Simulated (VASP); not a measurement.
# Co (Fm-3m) in VASP: single point with PBE

Aim: the single point of Co with PBE.

Everything below comes from runs of VASP 6.6.1. Logs are shortened: lines on timing, memory, paths and dates and some standing lists are left out, and cuts for length are marked.

## Step 1: The cell of the first run

Symmetry: Fm-3m, No. 225, cubic system. The conventional cell has a = 3.513 Å, b = 3.513 Å, c = 3.513 Å, α = 90.00°, β = 90.00°, γ = 90.00°. Co (site symmetry m-3m) has 12 Co at 2.48 Å within 3.3 Å.

## Step 2: Single point, PBE, non-collinear spin, typed start, spin-orbit coupling

INCAR reads:

```
ALGO = Normal ; EDIFF = 1E-6
ENCUT = 520 ; GGA = PE
GGA_COMPAT = F ; ISIF = 2
ISMEAR = -1 ; LASPH = T
LCHARG = T ; LMAXMIX = 4
LORBIT = 11 ; LORBMOM = T
LREAL = F ; LSORBIT = T
LVHAR = T ; LWAVE = F
MAGMOM = 0 0 2 ; NBANDS = 20
NELM = 150 ; PREC = Accurate
SIGMA = 0.05
```

KPOINTS reads:

```
k-points
0
Gamma
  18 18 18
```

POSCAR reads:

```
Co
1.0
    0.0000000000      1.7566572351      1.7566572351
    1.7566572351      0.0000000000      1.7566572351
    1.7566572351      1.7566572351      0.0000000000
Co
1
Direct
    0.0000000000      0.0000000000      0.0000000000
```

Potentials or basis: VASP PAW PBE potentials, release 64 (Co).

Launch:

```bash
> cat potpaw_PBE.64/Co/POTCAR > POTCAR
> mpirun -np 1 vasp_ncl > vasp.out
```

OUTCAR:

```text
EDIFF = 1E-6
   ENCUT = 520
   GGA = PE
   ISIF = 2
   ISMEAR = -1
   LASPH = T
   LORBIT = 11
   LREAL = F
   LSORBIT = T
   NELM = 150
   PREC = Accurate

 ion  position               nearest neighbor table
   1  0.000  0.000  0.000-

  LATTYP: Found a face centered cubic cell.
 ALAT       =     3.5133144702

  Lattice vectors:

 A1 = (   0.0000000000,   1.7566572351,   1.7566572351)
 A2 = (   1.7566572351,   0.0000000000,   1.7566572351)
 A3 = (   1.7566572351,   1.7566572351,   0.0000000000)

Analysis of symmetry for initial positions (statically):
=====================================================================
 Subroutine PRICEL returns:
 Original cell was already a primitive cell.

 Routine SETGRP: Setting up the symmetry group for a
 face centered cubic supercell.

 Subroutine GETGRP returns: Found 48 space group operations
 (whereof 48 operations were pure point group operations)
 out of a pool of 48 trial point group operations.

The static configuration has the point symmetry O_h .

Analysis of symmetry for dynamics (positions and initial velocities):
=====================================================================
 Subroutine PRICEL returns:
 Original cell was already a primitive cell.

 Routine SETGRP: Setting up the symmetry group for a
 face centered cubic supercell.

 Subroutine GETGRP returns: Found 48 space group operations
 (whereof 48 operations were pure point group operations)
 out of a pool of 48 trial point group operations.

The dynamic configuration has the point symmetry O_h .

Analysis of structural, dynamic, and magnetic symmetry:
=====================================================================
 Subroutine PRICEL returns:
 Original cell was already a primitive cell.

 Routine SETGRP: Setting up the symmetry group for a
 face centered cubic supercell.

 Subroutine GETGRP returns: Found  8 space group operations
 (whereof  8 operations were pure point group operations)
 out of a pool of 48 trial point group operations.

The overall configuration has the point symmetry C_4h.

 Subroutine INISYM returns: Found  8 space group operations
 (whereof  8 operations are pure point group operations),
 and found     1 'primitive' translations

----------------------------------------------------------------------------------------

                                     Primitive cell

  volume of cell :      10.8415

  direct lattice vectors                    reciprocal lattice vectors
     0.000000000  1.756657235  1.756657235    -0.284631509  0.284631509  0.284631509
     1.756657235  0.000000000  1.756657235     0.284631509 -0.284631509  0.284631509
     1.756657235  1.756657235  0.000000000     0.284631509  0.284631509 -0.284631509

  length of vectors
     2.484288486  2.484288486  2.484288486     0.492996235  0.492996235  0.492996235

  position of ions in fractional coordinates (direct lattice)
     0.000000000  0.000000000  0.000000000

  ion indices of the primitive-cell ions
   primitive index   ion index
                 1           1

----------------------------------------------------------------------------------------

 KPOINTS: k-points

Automatic generation of k-mesh.
 Grid dimensions read from file:
 generate k-points for:   18   18   18

 Generating k-lattice:

  Cartesian coordinates                     Fractional coordinates (reciprocal lattice)
    -0.015812862  0.015812862  0.015812862     0.055555556  0.000000000  0.000000000
     0.015812862 -0.015812862  0.015812862     0.000000000  0.055555556  0.000000000
     0.015812862  0.015812862 -0.015812862     0.000000000  0.000000000  0.055555556

  Length of vectors
     0.027388680  0.027388680  0.027388680

  Shift w.r.t. Gamma in fractional coordinates (k-lattice)
     0.000000000  0.000000000  0.000000000

 Subroutine IBZKPT returns following result:
 ===========================================

 Found    780 irreducible k-points:

 Following reciprocal coordinates:
[... 36 lines left out ...]
   ISTART =      0    job   : 0-new  1-cont  2-samecut
   ICHARG =      2    charge: 1-file 2-atom 10-const
   ISPIN  =      1    spin polarized calculation?
   LNONCOLLINEAR =      T non collinear calculations
   LSORBIT =      T    spin-orbit coupling
   LASPH  =      T    aspherical Exc in radial PAW
   ENCUT  =  520.0 eV  38.22 Ry    6.18 a.u.   4.62  4.62  4.62*2*pi/ulx,y,z
   NELM   =    150;   NELMIN=  2; NELMDL= -5     # of ELM steps
   EDIFF  = 0.1E-05   stopping-criterion for ELM
   LREAL  =      F    real-space projection
   EDIFFG = 0.1E-04   stopping-criterion for IOM
   NSW    =      0    number of steps for IOM
   IBRION =     -1    ionic relax: 0-MD 1-quasi-New 2-CG
   NFREE  =      0    steps in history (QN), initial steepest desc. (CG)
   ISIF   =      2    stress and relaxation
   ISYM   =      2    0-nonsym 1-usesym 2-fastsym
   POTIM  = 0.5000    time-step for ionic-motion
   TEBEG  =    0.0;   TEEND  =   0.0 temperature during run
   PSTRESS=    0.0 pullay stress
   NELECT =       9.0000    total number of electrons
   NUPDOWN=      -1.0000    fix difference up-down
   EMIN   =  10.00;   EMAX   =-10.00  energy-range for DOS
   EFERMI =   0.00;   METHOD = LEGACY
   ISMEAR =    -1;   SIGMA  =   0.05  broadening in eV -4-tet -1-fermi 0-gaus
   EFERMI_NEDOS =   21; number of points for ismear=-14 and -15
   IALGO  =     38    algorithm
   IMIX   =      4    mixing-type and parameters
     AMIX     =   0.40;   BMIX     =  1.00
     AMIX_MAG =   1.60;   BMIX_MAG =  1.00
  volume/ion in A,a.u.               =      10.84        73.16
  Fermi-wavevector in a.u.,A,eV,Ry     =   1.538599  2.907530 32.208873  2.367285
  Thomas-Fermi vector in A             =   2.644944
   LORBIT       =     11    0 simple, 1 ext, 2 COOP (PROOUT), +10 PAW based schemes
   GGA     = PE    functional components
   LHFCALC =     F    Hartree Fock is set to
   AEXX    =    0.0000 exact exchange contribution
   IVDW    =     0    specifies the selected vdW correction
   LEPSILON=     F    determine dielectric tensor
   LRPA    =     F    only Hartree local field effects (RPA)
  energy-cutoff  :      520.00
  volume of cell :       10.84
 maximum number of plane-waves:       606
   NGX =  9   NGY =  9   NGZ =  9

 number of electron       9.0000000 magnetization      -0.0000000     -0.0000000      1.6236398

 number of electron       9.0000000 magnetization       0.0000000      0.0000000      1.6236388

 number of electron       9.0000000 magnetization      -0.0000000      0.0000000      1.6236377

 Free energy of the ion-electron system (eV)
  ---------------------------------------------------
  ext. energy  EPLUGINS =         0.00000000
  ---------------------------------------------------
  free energy    TOTEN  =        -7.03274135 eV

  energy without entropy =       -7.02329763  energy(sigma->0) =       -7.02801949

 E-fermi :  10.3705     XC(G=0): -13.4093

 val. band max:       10.3702977938   @ k =   0.1111  -0.2222   0.3333
 cond. band min:      10.3713534447   @ k =   0.0000   0.2222   0.2778
 fundamental gap:      0.0010556509
 Fermi energy:        10.3704805442

 k-point     1 :       0.0000    0.0000    0.0000
  band No.  band energies     occupation
      1       1.3444      1.00000
      2       1.3603      1.00000
      3       7.6070      1.00000
      4       7.6391      1.00000
      5       7.6802      1.00000
      6       8.6785      1.00000
[... 541 lines left out ...]
     19      38.0190      0.00000
     20      38.3532      0.00000

 [... further k-points ...]
[... 5 lines left out ...]
  --------------------------------------------------------------------------------------
  -------------------------------------------------------------------------------------
  Total        0.0295079      0.0295079      0.0328400     -0.0000003      0.0000000      0.0000000
  in kB        4.3607139      4.3607139      4.8531405     -0.0000422      0.0000000      0.0000000
  external PRESSURE =       4.5248561 kB  Pullay stress =       0.0000000 kB

 VOLUME and BASIS-vectors are now :
 -----------------------------------------------------------------------------
  energy-cutoff  :      520.00
  volume of cell :       10.84
      direct lattice vectors                 reciprocal lattice vectors
     0.000000000  1.756657235  1.756657235    -0.284631509  0.284631509  0.284631509
     1.756657235  0.000000000  1.756657235     0.284631509 -0.284631509  0.284631509
     1.756657235  1.756657235  0.000000000     0.284631509  0.284631509 -0.284631509

 POSITION                                       TOTAL-FORCE (eV/Angst)
 -----------------------------------------------------------------------------------
      0.00000      0.00000      0.00000         0.000000      0.000000      0.000000
 -----------------------------------------------------------------------------------
    total drift:                                0.000000      0.000000      0.000000

  FREE ENERGIE OF THE ION-ELECTRON SYSTEM (eV)
  ---------------------------------------------------
  free  energy   TOTEN  =        -7.0327413492 eV

  energy  without entropy=       -7.0232976299  energy(sigma->0) =       -7.02801949

 orbital moment (x)

 # of ion     p       d       tot
 ----------------------------------------
  1         0.000   0.000   0.000
 ----------------------------------------
            0.000   0.000   0.000

 orbital moment (y)

 # of ion     p       d       tot
 ----------------------------------------
  1         0.000   0.000   0.000
 ----------------------------------------
            0.000   0.000   0.000

 orbital moment (z)

 # of ion     p       d       tot
 ----------------------------------------
  1         0.001   0.073   0.074
 ----------------------------------------
            0.001   0.073   0.074

 Spin-Orbit-Coupling matrix elements

 Ion:    1  E_soc:     -0.0158816
 l=   1
     0.0000000    -0.0003718    -0.0003720
    -0.0003718     0.0000000    -0.0003718
    -0.0003720    -0.0003718     0.0000000
 l=   2
     0.0000000    -0.0003525     0.0000000    -0.0003525    -0.0019689
    -0.0003525     0.0000000    -0.0014000    -0.0004172    -0.0004671
     0.0000000    -0.0014000     0.0000000    -0.0014000     0.0000000
    -0.0003525    -0.0004172    -0.0014000     0.0000000    -0.0004671
    -0.0019689    -0.0004671     0.0000000    -0.0004671     0.0000000
 l=   3
     0.0000000     0.0000000     0.0000000     0.0000000     0.0000000     0.0000000     0.0000000
     0.0000000     0.0000000     0.0000000     0.0000000     0.0000000     0.0000000     0.0000000
     0.0000000     0.0000000     0.0000000     0.0000000     0.0000000     0.0000000     0.0000000
     0.0000000     0.0000000     0.0000000     0.0000000     0.0000000     0.0000000     0.0000000
     0.0000000     0.0000000     0.0000000     0.0000000     0.0000000     0.0000000     0.0000000
     0.0000000     0.0000000     0.0000000     0.0000000     0.0000000     0.0000000     0.0000000
     0.0000000     0.0000000     0.0000000     0.0000000     0.0000000     0.0000000     0.0000000

 total charge

# of ion       s       p       d       tot
------------------------------------------
    1        0.490   0.524   7.258   8.273

 magnetization (x)

# of ion       s       p       d       tot
------------------------------------------
    1        0.000   0.000   0.000   0.000

 magnetization (y)

# of ion       s       p       d       tot
------------------------------------------
    1        0.000   0.000   0.000   0.000

 magnetization (z)

# of ion       s       p       d       tot
------------------------------------------
    1       -0.013  -0.048   1.702   1.641
```

Run time: 18 min. Hardware: 1 thread of AMD EPYC 7R43 (Zen 3), shared host; peak memory 0.3 GiB.

Results:

```
Free energy                                           : -7.0327 eV
Pressure                                              : 0.5 GPa
Net moment                                            : 1.62 μB per cell
Valence electrons inside the program's atomic spheres : Co 8.27
```

Moments on the atoms (μB; x, y, z):
```
Co  0.00 0.00 1.64
```
